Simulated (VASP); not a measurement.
# BeZn3Te4 (P-4m2) in VASP: single point with PBE

Aim: the single point of BeZn3Te4 with PBE.

Everything below comes from runs of VASP 6.6.1. Logs are shortened: lines on timing, memory, paths and dates and some standing lists are left out, and cuts for length are marked.

**1. The cell of the first run**

Symmetry: P-4m2, No. 115, tetragonal system. The conventional cell has a = 4.270 Å, b = 4.270 Å, c = 12.162 Å, α = 90.00°, β = 90.00°, γ = 90.00°. Be (site symmetry -4m2) has 4 Te at 2.51 Å within 3.3 Å. Zn (site symmetry 2mm) has 4 Te at 2.66 Å within 3.5 Å. Zn (site symmetry -4m2) has 4 Te at 2.66 Å within 3.5 Å. Te (site symmetry 2mm) has 2 Be at 2.51 Å and 2 Zn at 2.66 Å within 3.3 Å. Within 3.5 Å of Te (site symmetry 2mm) lie 4 Zn at 2.66 Å.

**2. Single point, PBE**

POSCAR

```
BeZn3Te4
1.0
    4.2697298000      0.0000000000      0.0000000000
    0.0000000000      4.2697298000      0.0000000000
    0.0000000000      0.0000000000     12.1619625000
Be Zn Te
1 3 4
Direct
    0.5000000000      0.5000000000      0.5000000000
    0.0000000000      0.0000000000      0.7401570000
    0.0000000000      0.0000000000      0.2598430000
    0.5000000000      0.5000000000      0.0000000000
    0.5000000000      0.0000000000      0.6091440000
    0.0000000000      0.5000000000      0.3908560000
    0.5000000000      0.0000000000      0.1299920000
    0.0000000000      0.5000000000      0.8700080000
```

INCAR.step1

```
PREC     = Accurate       # precision mode
ENCUT    = 520            # plane-wave cutoff, eV
EDIFF    = 1E-6           # SCF threshold, eV
ISMEAR   = 0              # smearing method
SIGMA    = 0.02           # smearing width, eV
LREAL    = F              # projectors in reciprocal space
LASPH    = T              # aspherical terms in the spheres
NELM     = 80             # most SCF steps
ALGO     = Normal         # electronic algorithm
ISIF     = 2              # what is computed and relaxed
LWAVE    = F              # write WAVECAR
LCHARG   = T              # write CHGCAR
GGA      = PE             # functional
NBANDS   = 41             # bands
```

KPOINTS.step1

```
Automatic mesh
0
Gamma
  6 6 4
```

INCAR.step2

```
PREC     = Accurate       # precision mode
ENCUT    = 520            # plane-wave cutoff, eV
EDIFF    = 1E-6           # SCF threshold, eV
ISMEAR   = -5             # smearing method
SIGMA    = 0.02           # smearing width, eV
LREAL    = F              # projectors in reciprocal space
LASPH    = T              # aspherical terms in the spheres
NELM     = 80             # most SCF steps
ALGO     = Normal         # electronic algorithm
ISIF     = 2              # what is computed and relaxed
LWAVE    = F              # write WAVECAR
LCHARG   = F              # write CHGCAR
GGA      = PE             # functional
LORBIT   = 11             # projections on sites
NBANDS   = 41             # bands
NEDOS    = 1001           # points of the DOS
ICHARG   = 11             # starting density
```

KPOINTS.step2

```
Automatic mesh
0
Gamma
  9 9 6
```

Potentials or basis: VASP PAW PBE potentials, release 64 (Be, Zn, Te).

Started as:

```sh
cat potpaw_PBE.64/Be/POTCAR potpaw_PBE.64/Zn/POTCAR potpaw_PBE.64/Te/POTCAR > POTCAR
cp INCAR.step1 INCAR
cp KPOINTS.step1 KPOINTS
mpirun -np 1 vasp_std > vasp.out
cp INCAR.step2 INCAR
cp KPOINTS.step2 KPOINTS
mpirun -np 1 vasp_std > vasp.out
```

OUTCAR:

```text
PREC = Accurate
   ENCUT = 520
   EDIFF = 1E-6
   ISMEAR = -5
   LREAL = F
   LASPH = T
   NELM = 80
   ISIF = 2
   GGA = PE
   LORBIT = 11
   ICHARG = 11

 ion  position               nearest neighbor table
   1  0.500  0.500  0.500-   5 2.51   6 2.51   5 2.51   6 2.51
   2  0.000  0.000  0.740-   8 2.66   8 2.66   5 2.66   5 2.66
   3  0.000  0.000  0.260-   7 2.66   7 2.66   6 2.66   6 2.66
   4  0.500  0.500  0.000-   7 2.66   8 2.66   7 2.66   8 2.66
   5  0.500  0.000  0.609-   1 2.51   1 2.51   2 2.66   2 2.66
   6  0.000  0.500  0.391-   1 2.51   1 2.51   3 2.66   3 2.66
   7  0.500  0.000  0.130-   3 2.66   3 2.66   4 2.66   4 2.66
   8  0.000  0.500  0.870-   2 2.66   2 2.66   4 2.66   4 2.66

  LATTYP: Found a simple tetragonal cell.
 ALAT       =     4.2697298000
 C/A-ratio  =     2.8484150215

  Lattice vectors:

 A1 = (   4.2697298000,   0.0000000000,   0.0000000000)
 A2 = (   0.0000000000,   4.2697298000,   0.0000000000)
 A3 = (   0.0000000000,   0.0000000000,  12.1619625000)

Analysis of symmetry for initial positions (statically):
=====================================================================
 Subroutine PRICEL returns:
 Original cell was already a primitive cell.

 Routine SETGRP: Setting up the symmetry group for a
 simple tetragonal supercell.

 Subroutine GETGRP returns: Found  8 space group operations
 (whereof  8 operations were pure point group operations)
 out of a pool of 16 trial point group operations.

The static configuration has the point symmetry D_2d.

Analysis of symmetry for dynamics (positions and initial velocities):
=====================================================================
 Subroutine PRICEL returns:
 Original cell was already a primitive cell.

 Routine SETGRP: Setting up the symmetry group for a
 simple tetragonal supercell.

 Subroutine GETGRP returns: Found  8 space group operations
 (whereof  8 operations were pure point group operations)
 out of a pool of 16 trial point group operations.

The dynamic configuration has the point symmetry D_2d.

 Subroutine INISYM returns: Found  8 space group operations
 (whereof  8 operations are pure point group operations),
 and found     1 'primitive' translations

----------------------------------------------------------------------------------------

                                     Primitive cell

  volume of cell :     221.7198

  direct lattice vectors                    reciprocal lattice vectors
     4.269729800  0.000000000  0.000000000     0.234206858  0.000000000  0.000000000
     0.000000000  4.269729800  0.000000000     0.000000000  0.234206858  0.000000000
     0.000000000  0.000000000 12.161962500     0.000000000  0.000000000  0.082223572

  length of vectors
     4.269729800  4.269729800 12.161962500     0.234206858  0.234206858  0.082223572

  position of ions in fractional coordinates (direct lattice)
     0.500000000  0.500000000  0.500000000
     0.000000000  0.000000000  0.740157000
     0.000000000  0.000000000  0.259843000
     0.500000000  0.500000000  0.000000000
     0.500000000  0.000000000  0.609144000
     0.000000000  0.500000000  0.390856000
     0.500000000  0.000000000  0.129992000
     0.000000000  0.500000000  0.870008000

  ion indices of the primitive-cell ions
   primitive index   ion index
                 1           1
                 2           2
                 3           3
                 4           4
                 5           5
                 6           6
                 7           7
                 8           8

----------------------------------------------------------------------------------------

 KPOINTS: Automatic mesh

Automatic generation of k-mesh.
 Grid dimensions read from file:
 generate k-points for:    9    9    6

 Generating k-lattice:

  Cartesian coordinates                     Fractional coordinates (reciprocal lattice)
     0.026022984  0.000000000  0.000000000     0.111111111  0.000000000  0.000000000
     0.000000000  0.026022984  0.000000000     0.000000000  0.111111111  0.000000000
     0.000000000  0.000000000  0.013703929     0.000000000  0.000000000  0.166666667

  Length of vectors
     0.026022984  0.026022984  0.013703929

  Shift w.r.t. Gamma in fractional coordinates (k-lattice)
     0.000000000  0.000000000  0.000000000

 TETIRR: Found    723 inequivalent tetrahedra from     2916

 Subroutine IBZKPT returns following result:
 ===========================================

 Found     60 irreducible k-points:

 Following reciprocal coordinates:
            Coordinates               Weight
  0.000000  0.000000  0.000000      1.000000
  0.111111  0.000000  0.000000      4.000000
  0.222222  0.000000  0.000000      4.000000
  0.333333  0.000000  0.000000      4.000000
  0.444444  0.000000  0.000000      4.000000
  0.111111  0.111111  0.000000      4.000000
[... 16 lines left out ...]
  0.333333  0.111111  0.166667     16.000000
  0.444444  0.111111  0.166667     16.000000
 [... further k-points ...]
   k-points           NKPTS =     60   k-points in BZ     NKDIM =     60   number of bands    NBANDS=     41
   number of dos      NEDOS =   1001   number of ions     NIONS =      8
   total plane-waves  NPLWV =  92160
   dimension x,y,z NGX =    32 NGY =   32 NGZ =   90
   dimension x,y,z NGXF=    64 NGYF=   64 NGZF=  180
   ions per type =               1   3   4
   NGX,Y,Z   is equivalent  to a cutoff of  12.46, 12.46, 12.30 a.u.
   NGXF,Y,Z  is equivalent  to a cutoff of  24.92, 24.92, 24.60 a.u.
 SYSTEM =  unknown system
   PREC   = accura    normal or accurate (medium, high low for compatibility)
   ISTART =      0    job   : 0-new  1-cont  2-samecut
   ICHARG =     11    charge: 1-file 2-atom 10-const
   ISPIN  =      1    spin polarized calculation?
   LNONCOLLINEAR =      F non collinear calculations
   LSORBIT =      F    spin-orbit coupling
   LASPH  =      T    aspherical Exc in radial PAW
   ENCUT  =  520.0 eV  38.22 Ry    6.18 a.u.   7.94  7.94 22.61*2*pi/ulx,y,z
   NELM   =     80;   NELMIN=  2; NELMDL=  0     # of ELM steps
   EDIFF  = 0.1E-05   stopping-criterion for ELM
   LREAL  =      F    real-space projection
   EDIFFG = 0.1E-04   stopping-criterion for IOM
   NSW    =      0    number of steps for IOM
   IBRION =     -1    ionic relax: 0-MD 1-quasi-New 2-CG
   NFREE  =      0    steps in history (QN), initial steepest desc. (CG)
   ISIF   =      2    stress and relaxation
   ISYM   =      2    0-nonsym 1-usesym 2-fastsym
   POTIM  = 0.5000    time-step for ionic-motion
   TEBEG  =    0.0;   TEEND  =   0.0 temperature during run
   PSTRESS=    0.0 pullay stress
   NELECT =      62.0000    total number of electrons
   NUPDOWN=      -1.0000    fix difference up-down
   EMIN   =  10.00;   EMAX   =-10.00  energy-range for DOS
   EFERMI =   0.00;   METHOD = LEGACY
   ISMEAR =    -5;   SIGMA  =   0.02  broadening in eV -4-tet -1-fermi 0-gaus
   EFERMI_NEDOS =   21; number of points for ismear=-14 and -15
   IALGO  =     38    algorithm
   IMIX   =      4    mixing-type and parameters
     AMIX     =   0.40;   BMIX     =  1.00
     AMIX_MAG =   1.60;   BMIX_MAG =  1.00
  volume/ion in A,a.u.               =      27.71       187.03
  Fermi-wavevector in a.u.,A,eV,Ry     =   1.070542  2.023032 15.593110  1.146061
  Thomas-Fermi vector in A             =   2.206256
   LORBIT       =     11    0 simple, 1 ext, 2 COOP (PROOUT), +10 PAW based schemes
   GGA     = PE    functional components
   LHFCALC =     F    Hartree Fock is set to
   AEXX    =    0.0000 exact exchange contribution
   IVDW    =     0    specifies the selected vdW correction
   LEPSILON=     F    determine dielectric tensor
   LRPA    =     F    only Hartree local field effects (RPA)
 non-spin polarized calculation
 Fermi weights with tetrahedron method with Bloechl corrections
  energy-cutoff  :      520.00
  volume of cell :      221.72
 maximum number of plane-waves:      6009
 NGX is ok and might be reduce to    32

 number of electron      62.0000085 magnetization

 Free energy of the ion-electron system (eV)
  ---------------------------------------------------
  ext. energy  EPLUGINS =         0.00000000
  ---------------------------------------------------
  free energy    TOTEN  =       -23.04711596 eV

  energy without entropy =      -23.04711596  energy(sigma->0) =      -23.04711596

 E-fermi :   3.3660     XC(G=0):  -8.8454

 val. band max:        3.3474930946   @ k =   0.0000   0.0000   0.0000
 cond. band min:       4.8605989853   @ k =   0.0000   0.0000   0.0000
 fundamental gap:      1.5131058907
 Fermi energy:         3.3660283965

 k-point     1 :       0.0000    0.0000    0.0000
  band No.  band energies     occupation
      1      -8.4122      2.00000
      2      -7.9181      2.00000
      3      -7.7908      2.00000
      4      -7.1340      2.00000
      5      -3.5041      2.00000
      6      -3.4833      2.00000
[... 33 lines left out ...]
     40       7.5292      0.00000
     41       7.6440      0.00000

 k-point     2 :       0.1111    0.0000    0.0000
  band No.  band energies     occupation
      1      -8.3533      2.00000
      2      -7.8771      2.00000
      3      -7.7545      2.00000
      4      -7.1348      2.00000
      5      -3.4959      2.00000
      6      -3.4823      2.00000
[... 957 lines left out ...]
     40       8.6726      0.00000
     41       9.0007      0.00000

 k-point    24 :       0.4444    0.1111    0.1667
  band No.  band energies     occupation
      1      -7.6042      2.00000
      2      -7.4996      2.00000
      3      -7.4356      2.00000
      4      -7.3679      2.00000
      5      -3.4524      2.00000
      6      -3.4478      2.00000
[... 33 lines left out ...]
     40       8.5695      0.00000
     41       8.6613      0.00000

 [... further k-points ...]

------------------------ aborting loop because EDIFF is reached ----------------------------------------

  FORCE on cell =-STRESS in cart. coord.  units (eV):
  Direction    XX          YY          ZZ          XY          YZ          ZX
  --------------------------------------------------------------------------------------
  -------------------------------------------------------------------------------------
  Total        0.1030887      0.1030887      0.1622333      0.0000000      0.0000000      0.0000000
  in kB        0.7449330      0.7449330      1.1723197      0.0000000      0.0000000      0.0000000
  external PRESSURE =       0.8873952 kB  Pullay stress =       0.0000000 kB

 VOLUME and BASIS-vectors are now :
 -----------------------------------------------------------------------------
  energy-cutoff  :      520.00
  volume of cell :      221.72
      direct lattice vectors                 reciprocal lattice vectors
     4.269729800  0.000000000  0.000000000     0.234206858  0.000000000  0.000000000
     0.000000000  4.269729800  0.000000000     0.000000000  0.234206858  0.000000000
     0.000000000  0.000000000 12.161962500     0.000000000  0.000000000  0.082223572

 POSITION                                       TOTAL-FORCE (eV/Angst)
 -----------------------------------------------------------------------------------
      2.13486      2.13486      6.08098         0.000000     -0.000000      0.000000
      0.00000      0.00000      9.00176        -0.000000     -0.000000     -0.001065
      0.00000      0.00000      3.16020        -0.000000      0.000000      0.001065
      2.13486      2.13486      0.00000        -0.000000      0.000000      0.000000
      2.13486      0.00000      7.40839         0.000000     -0.000000     -0.001965
      0.00000      2.13486      4.75358        -0.000000     -0.000000      0.001965
      2.13486      0.00000      1.58096        -0.000000     -0.000000      0.000021
      0.00000      2.13486     10.58100        -0.000000     -0.000000     -0.000021
 -----------------------------------------------------------------------------------
    total drift:                                0.000000     -0.000000     -0.000000

  FREE ENERGIE OF THE ION-ELECTRON SYSTEM (eV)
  ---------------------------------------------------
  free  energy   TOTEN  =       -23.0471159611 eV

  energy  without entropy=      -23.0471159611  energy(sigma->0) =      -23.04711596

 total charge

# of ion       s       p       d       tot
------------------------------------------
    1        0.355   0.492   0.000   0.847
    2        0.553   0.419   9.758  10.730
    3        0.553   0.419   9.758  10.730
    4        0.553   0.418   9.759  10.730
    5        1.341   2.077   0.027   3.445
    6        1.341   2.077   0.027   3.445
    7        1.346   2.068   0.027   3.441
    8        1.346   2.068   0.027   3.441
--------------------------------------------------
tot          7.388  10.038  29.383  46.809
```

Wall time 11 min (1 thread of AMD EPYC 7R13, shared host); peak memory 0.56 GiB.

What came out:

* Valence electrons inside the program's atomic spheres: Be 0.85; Zn 10.73; Te 3.44

Levels at points of the mesh, in eV from the valence-band top:
| k point | band 28 | band 29 | band 30 | band 31 | band 32 | band 33 | band 34 | band 35 |
| --- | --- | --- | --- | --- | --- | --- | --- | --- |
| (0.00, 0.00, 0.00) | -1.14 | -0.12 | 0.00 | 0.00 | 1.51 | 2.07 | 2.37 | 2.80 |
| (0.00, 0.00, 0.50) | -0.57 | -0.57 | -0.37 | -0.37 | 1.98 | 2.31 | 2.58 | 2.93 |

Caveat: spin-orbit coupling is left out, which moves the levels of the heavy elements.
